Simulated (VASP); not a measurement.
# Mo (Im-3m) in VASP: a series of runs

Runs on Mo. Level: r2SCAN. Tasks: single point.

All numbers are computed with VASP 6.6.1; they aren't measurements. Logs are shortened: lines on timing, memory, paths and dates and some standing lists are left out, and cuts for length are marked.

## (1) The cell of the first run

The structure is cubic, space group Im-3m (No. 229). The conventional cell has a = 3.147 Å, b = 3.147 Å, c = 3.147 Å, α = 90.00°, β = 90.00°, γ = 90.00°. Mo (site symmetry m-3m) has 14 Mo at 2.73 to 3.15 Å within 3.6 Å.

## (2) Single point, r2SCAN

Contents of POSCAR:

```
Mo
1.0
   -1.5734150000      1.5734150000      1.5734150000
    1.5734150000     -1.5734150000      1.5734150000
    1.5734150000      1.5734150000     -1.5734150000
Mo
1
Direct
    0.0000000000      0.0000000000      0.0000000000
```

Contents of INCAR.step1:

```
PREC     = Accurate       # precision mode
ENCUT    = 520            # plane-wave cutoff, eV
ISMEAR   = -1             # smearing method
SIGMA    = 0.05           # smearing width, eV
LREAL    = F              # projectors in reciprocal space
LASPH    = T              # aspherical terms in the spheres
NELM     = 100            # most SCF steps
NBANDS   = 13             # bands
GGA      = PE             # functional
ALGO     = Normal         # electronic algorithm
EDIFF    = 1E-4           # SCF threshold, eV
LWAVE    = T              # write WAVECAR
LCHARG   = F              # write CHGCAR
```

Contents of INCAR.step2:

```
PREC     = Accurate       # precision mode
ENCUT    = 520            # plane-wave cutoff, eV
EDIFF    = 1E-6           # SCF threshold, eV
ISMEAR   = -1             # smearing method
SIGMA    = 0.05           # smearing width, eV
LREAL    = F              # projectors in reciprocal space
LASPH    = T              # aspherical terms in the spheres
NELM     = 100            # most SCF steps
ALGO     = Normal         # electronic algorithm
ISIF     = 2              # what is computed and relaxed
LWAVE    = F              # write WAVECAR
LCHARG   = T              # write CHGCAR
METAGGA  = R2SCAN         # meta-GGA
LMIXTAU  = T            
LELF     = T              # ELF
LVHAR    = T            
NBANDS   = 13             # bands
ISTART   = 1
```

Contents of KPOINTS:

```
regular mesh
0
Gamma
  13 13 13
```

Potentials or basis: VASP PAW PBE potentials, release 64 (Mo_sv).

Run with:

```console
$ cat potpaw_PBE.64/Mo_sv/POTCAR > POTCAR
$ cp INCAR.step1 INCAR
$ mpirun -np 1 vasp_std > vasp.out
$ cp INCAR.step2 INCAR
$ mpirun -np 1 vasp_std > vasp.out
```

OUTCAR:

```text
PREC = Accurate
   ENCUT = 520
   EDIFF = 1E-6
   ISMEAR = -1
   LREAL = F
   LASPH = T
   NELM = 100
   ISIF = 2
   METAGGA = R2SCAN
   ISTART = 1

 ion  position               nearest neighbor table
   1  0.000  0.000  0.000-

  LATTYP: Found a body centered cubic cell.
 ALAT       =     3.1468300000

  Lattice vectors:

 A1 = (  -1.5734150000,   1.5734150000,   1.5734150000)
 A2 = (   1.5734150000,  -1.5734150000,   1.5734150000)
 A3 = (   1.5734150000,   1.5734150000,  -1.5734150000)

Analysis of symmetry for initial positions (statically):
=====================================================================
 Subroutine PRICEL returns:
 Original cell was already a primitive cell.

 Routine SETGRP: Setting up the symmetry group for a
 body centered cubic supercell.

 Subroutine GETGRP returns: Found 48 space group operations
 (whereof 48 operations were pure point group operations)
 out of a pool of 48 trial point group operations.

The static configuration has the point symmetry O_h .

Analysis of symmetry for dynamics (positions and initial velocities):
=====================================================================
 Subroutine PRICEL returns:
 Original cell was already a primitive cell.

 Routine SETGRP: Setting up the symmetry group for a
 body centered cubic supercell.

 Subroutine GETGRP returns: Found 48 space group operations
 (whereof 48 operations were pure point group operations)
 out of a pool of 48 trial point group operations.

The dynamic configuration has the point symmetry O_h .

 Subroutine INISYM returns: Found 48 space group operations
 (whereof 48 operations are pure point group operations),
 and found     1 'primitive' translations

----------------------------------------------------------------------------------------

                                     Primitive cell

  volume of cell :      15.5808

  direct lattice vectors                    reciprocal lattice vectors
    -1.573415000  1.573415000  1.573415000     0.000000000  0.317780115  0.317780115
     1.573415000 -1.573415000  1.573415000     0.317780115  0.000000000  0.317780115
     1.573415000  1.573415000 -1.573415000     0.317780115  0.317780115  0.000000000

  length of vectors
     2.725234721  2.725234721  2.725234721     0.449408949  0.449408949  0.449408949

  position of ions in fractional coordinates (direct lattice)
     0.000000000  0.000000000  0.000000000

  ion indices of the primitive-cell ions
   primitive index   ion index
                 1           1

----------------------------------------------------------------------------------------

 KPOINTS: regular mesh

Automatic generation of k-mesh.
 Grid dimensions read from file:
 generate k-points for:   13   13   13

 Generating k-lattice:

  Cartesian coordinates                     Fractional coordinates (reciprocal lattice)
     0.000000000  0.024444624  0.024444624     0.076923077  0.000000000  0.000000000
     0.024444624  0.000000000  0.024444624     0.000000000  0.076923077  0.000000000
     0.024444624  0.024444624  0.000000000     0.000000000  0.000000000  0.076923077

  Length of vectors
     0.034569919  0.034569919  0.034569919

  Shift w.r.t. Gamma in fractional coordinates (k-lattice)
     0.000000000  0.000000000  0.000000000

 Subroutine IBZKPT returns following result:
 ===========================================

 Found     84 irreducible k-points:

 Following reciprocal coordinates:
            Coordinates               Weight
  0.000000  0.000000  0.000000      1.000000
  0.076923  0.000000  0.000000     12.000000
  0.153846  0.000000  0.000000     12.000000
  0.230769  0.000000  0.000000     12.000000
  0.307692  0.000000  0.000000     12.000000
  0.384615  0.000000  0.000000     12.000000
[... 16 lines left out ...]
  0.153846  0.076923  0.076923     24.000000
  0.230769  0.076923  0.076923     24.000000
 [... further k-points ...]
   k-points           NKPTS =     84   k-points in BZ     NKDIM =     84   number of bands    NBANDS=     13
   number of dos      NEDOS =    301   number of ions     NIONS =      1
   total plane-waves  NPLWV =   8000
   dimension x,y,z NGX =    20 NGY =   20 NGZ =   20
   dimension x,y,z NGXF=    40 NGYF=   40 NGZF=   40
   ions per type =               1
   NGX,Y,Z   is equivalent  to a cutoff of  12.20, 12.20, 12.20 a.u.
   NGXF,Y,Z  is equivalent  to a cutoff of  24.40, 24.40, 24.40 a.u.
 SYSTEM =  unknown system
   PREC   = accura    normal or accurate (medium, high low for compatibility)
   ISTART =      1    job   : 0-new  1-cont  2-samecut
   ICHARG =      0    charge: 1-file 2-atom 10-const
   ISPIN  =      1    spin polarized calculation?
   LNONCOLLINEAR =      F non collinear calculations
   LSORBIT =      F    spin-orbit coupling
   LASPH  =      T    aspherical Exc in radial PAW
   ENCUT  =  520.0 eV  38.22 Ry    6.18 a.u.   5.07  5.07  5.07*2*pi/ulx,y,z
   NELM   =    100;   NELMIN=  2; NELMDL=  0     # of ELM steps
   EDIFF  = 0.1E-05   stopping-criterion for ELM
   LREAL  =      F    real-space projection
   EDIFFG = 0.1E-04   stopping-criterion for IOM
   NSW    =      0    number of steps for IOM
   IBRION =     -1    ionic relax: 0-MD 1-quasi-New 2-CG
   NFREE  =      0    steps in history (QN), initial steepest desc. (CG)
   ISIF   =      2    stress and relaxation
   ISYM   =      2    0-nonsym 1-usesym 2-fastsym
   POTIM  = 0.5000    time-step for ionic-motion
   TEBEG  =    0.0;   TEEND  =   0.0 temperature during run
   PSTRESS=    0.0 pullay stress
   NELECT =      14.0000    total number of electrons
   NUPDOWN=      -1.0000    fix difference up-down
   EMIN   =  10.00;   EMAX   =-10.00  energy-range for DOS
   EFERMI =   0.00;   METHOD = LEGACY
   ISMEAR =    -1;   SIGMA  =   0.05  broadening in eV -4-tet -1-fermi 0-gaus
   EFERMI_NEDOS =   21; number of points for ismear=-14 and -15
   IALGO  =     38    algorithm
   IMIX   =      4    mixing-type and parameters
     AMIX     =   0.40;   BMIX     =  1.00
     AMIX_MAG =   1.60;   BMIX_MAG =  1.00
  volume/ion in A,a.u.               =      15.58       105.14
  Fermi-wavevector in a.u.,A,eV,Ry     =   1.579747  2.985289 33.954710  2.495601
  Thomas-Fermi vector in A             =   2.680079
   LORBIT       =      0    0 simple, 1 ext, 2 COOP (PROOUT), +10 PAW based schemes
   METAGGA = R2SCAN    functional components
   LHFCALC =     F    Hartree Fock is set to
   AEXX    =    0.0000 exact exchange contribution
   IVDW    =     0    specifies the selected vdW correction
   LEPSILON=     F    determine dielectric tensor
   LRPA    =     F    only Hartree local field effects (RPA)
 non-spin polarized calculation
  energy-cutoff  :      520.00
  volume of cell :       15.58
 maximum number of plane-waves:       432
   NGX = 11   NGY = 11   NGZ = 11

 number of electron      14.0000001 magnetization

 Free energy of the ion-electron system (eV)
  ---------------------------------------------------
  ext. energy  EPLUGINS =         0.00000000
  ---------------------------------------------------
  free energy    TOTEN  =       -26.08048478 eV

  energy without entropy =      -26.07260851  energy(sigma->0) =      -26.07654664

 E-fermi :  12.7549     XC(G=0): -14.6591

 val. band max:       12.7317222014   @ k =   0.3846   0.0000   0.0000
 cond. band min:      12.7898502208   @ k =  -0.3846   0.3846   0.2308
 fundamental gap:      0.0581280194
 Fermi energy:        12.7548794996

 k-point     1 :       0.0000    0.0000    0.0000
  band No.  band energies     occupation
      1     -50.6294      2.00000
      2     -23.0928      2.00000
      3     -23.0928      2.00000
      4     -23.0928      2.00000
      5       4.9288      2.00000
      6      11.1717      2.00000
      7      11.1717      2.00000
      8      11.1717      2.00000
      9      14.5118      0.00000
     10      14.5118      0.00000
     11      28.1039      0.00000
     12      28.1039      0.00000
     13      28.1039      0.00000

 k-point     2 :       0.0769    0.0000    0.0000
  band No.  band energies     occupation
      1     -50.6128      2.00000
      2     -23.1862      2.00000
      3     -23.1214      2.00000
      4     -23.0935      2.00000
      5       5.2035      2.00000
      6      11.0157      2.00000
      7      11.1417      2.00000
      8      11.4292      2.00000
      9      14.2868      0.00000
     10      14.5144      0.00000
     11      28.3032      0.00000
     12      28.5674      0.00000
     13      28.6262      0.00000

 k-point     3 :       0.1538    0.0000    0.0000
  band No.  band energies     occupation
      1     -50.5666      2.00000
      2     -23.4405      2.00000
      3     -23.1998      2.00000
      4     -23.0954      2.00000
      5       5.9451      2.00000
      6      10.6102      2.00000
      7      11.0066      2.00000
      8      12.1803      1.99998
      9      13.9218      0.00000
     10      14.5418      0.00000
     11      28.6387      0.00000
     12      29.6524      0.00000
     13      29.8848      0.00000
[... 305 lines left out ...]
 k-point    23 :       0.1538    0.0769    0.0769
  band No.  band energies     occupation
      1     -50.4796      2.00000
      2     -23.9018      2.00000
      3     -23.2764      2.00000
      4     -23.1687      2.00000
      5       7.3200      2.00000
      6       9.9380      2.00000
      7      10.1805      2.00000
      8      14.1129      0.00000
      9      14.4378      0.00000
     10      14.5564      0.00000
     11      28.9629      0.00000
     12      29.5758      0.00000
     13      30.6985      0.00000

 k-point    24 :       0.2308    0.0769    0.0769
  band No.  band energies     occupation
      1     -50.4155      2.00000
      2     -24.1792      2.00000
      3     -23.4233      2.00000
      4     -23.1789      2.00000
      5       7.8393      2.00000
      6       9.4922      2.00000
      7      10.5574      2.00000
      8      14.2506      0.00000
      9      14.8295      0.00000
     10      16.0937      0.00000
     11      27.6541      0.00000
     12      28.1842      0.00000
     13      32.4753      0.00000

 [... further k-points ...]
[... 5 lines left out ...]
  --------------------------------------------------------------------------------------
  -------------------------------------------------------------------------------------
  Total        0.1993204      0.1993204      0.1993204      0.0000000     -0.0000000      0.0000000
  in kB       20.4961611     20.4961611     20.4961611      0.0000000     -0.0000000      0.0000000
  external PRESSURE =      20.4961611 kB  Pullay stress =       0.0000000 kB

 VOLUME and BASIS-vectors are now :
 -----------------------------------------------------------------------------
  energy-cutoff  :      520.00
  volume of cell :       15.58
      direct lattice vectors                 reciprocal lattice vectors
    -1.573415000  1.573415000  1.573415000     0.000000000  0.317780115  0.317780115
     1.573415000 -1.573415000  1.573415000     0.317780115  0.000000000  0.317780115
     1.573415000  1.573415000 -1.573415000     0.317780115  0.317780115  0.000000000

 POSITION                                       TOTAL-FORCE (eV/Angst)
 -----------------------------------------------------------------------------------
      0.00000      0.00000      0.00000         0.000000     -0.000000      0.000000
 -----------------------------------------------------------------------------------
    total drift:                                0.000000     -0.000000      0.000000

  FREE ENERGIE OF THE ION-ELECTRON SYSTEM (eV)
  ---------------------------------------------------
  free  energy   TOTEN  =       -26.0804847762 eV

  energy  without entropy=      -26.0726085137  energy(sigma->0) =      -26.07654664
```

Wall time 22 s (1 thread of Intel Xeon 6975P-C (Granite Rapids), shared host); peak memory 0.14 GiB.

Results:

| Quantity | Value |
| --- | --- |
| Free energy | -26.0805 eV |
| Pressure | 2.0 GPa |
| Band gap on the k mesh | zero (band 7 reaches 16.36 eV, above the bottom of band 8 at 11.17 eV) |

Caveat: the PAW data sets were made with another functional, which shifts forces and pressure a little.

## (3) Single point, r2SCAN

This run uses another cell than the first one, of 16.00 Å³/atom, 1.027 times its volume.

Contents of POSCAR:

```
Mo
1.0
   -1.5872784016      1.5872784016      1.5872784016
    1.5872784016     -1.5872784016      1.5872784016
    1.5872784016      1.5872784016     -1.5872784016
Mo
1
Direct
    0.0000000000      0.0000000000      0.0000000000
```

Contents of INCAR.step1:

```
SYSTEM = Mo
PREC = Accurate ; ENCUT = 520
ISMEAR = -1 ; SIGMA = 0.05
LREAL = .FALSE. ; LASPH = .TRUE.
NELM = 60 ; NBANDS = 13
GGA = PE ; ALGO = Normal
EDIFF = 1E-4 ; LWAVE = .TRUE.
LCHARG = .FALSE.
```

Contents of INCAR.step2:

```
SYSTEM = Mo
PREC = Accurate ; ENCUT = 520
EDIFF = 1E-7 ; ISMEAR = -1
SIGMA = 0.05 ; LREAL = .FALSE.
LASPH = .TRUE. ; NELM = 60
ALGO = Normal ; ISIF = 2
LWAVE = .FALSE. ; LCHARG = .FALSE.
METAGGA = R2SCAN ; LMIXTAU = .TRUE.
NBANDS = 13 ; ISTART = 1
```

Contents of KPOINTS:

```
regular mesh
0
G
  13 13 13
  0 0 0
```

Potentials or basis: VASP PAW PBE potentials, release 64 (Mo_sv).

Run with:

```console
$ cat potpaw_PBE.64/Mo_sv/POTCAR > POTCAR
$ cp INCAR.step1 INCAR
$ mpirun -np 1 vasp_std > vasp.out
$ cp INCAR.step2 INCAR
$ mpirun -np 1 vasp_std > vasp.out
```

Run time: 27 s. Hardware: 1 thread of Intel Xeon 6975P-C (Granite Rapids), shared host; peak memory 0.13 GiB.

It converged, with:

```yaml
Free_energy: -26.0769 eV
Pressure: -4.7 GPa
Band_gap_on_the_k_mesh: zero (band 7 reaches 15.80 eV, above the bottom of band 8 at 10.80 eV)
```

Levels at points of the mesh, in eV from the Fermi level:
```csv
k point,band 4,band 5,band 6,band 7,band 8,band 9,band 10,band 11
"(0.00, 0.00, 0.00)",-35.90,-7.72,-1.52,-1.52,-1.52,1.73,1.73,15.33
```

Caveat: the PAW data sets were made with another functional, which shifts forces and pressure a little.

(Continued in part 2 of 2.)
